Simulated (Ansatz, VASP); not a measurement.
Two plane-wave programs on Si

```
Si
1.0
     0.00000    2.71058    2.71058
     2.71058    0.00000    2.71058
     2.71058    2.71058    0.00000
Si
2
Direct
  0.50000 0.50000 0.50000
  0.75000 0.75000 0.75000
```

Alike in both runs: functional PBE; dispersion D3(BJ); k mesh 10 × 10 × 10; occupations gaussian, width 0.02 eV; no spin polarisation.

Ansatz relaxed the structure, and its values are those at the end. VASP's run is a single point on that final structure, the one shown.

```csv
,VASP,Ansatz
version,VASP 6.6.1,Ansatz 0.2.0
potentials or method,"VASP PAW PBE potentials, release 64 (Si), cutoff 500 eV","scalar-relativistic, plane waves, PAW"
valence electrons in the cell,8,8
```

|  | VASP | Ansatz | Ansatz less VASP |
| --- | --- | --- | --- |
| gap on the k mesh at the Fermi level (eV) | 0.57 | 0.57 | -0.001 |
| least direct gap on the mesh (eV) | 2.57 | 2.56 | -0.005 |
| pressure (GPa) | -0.1 | 0.0 | +0.06 |
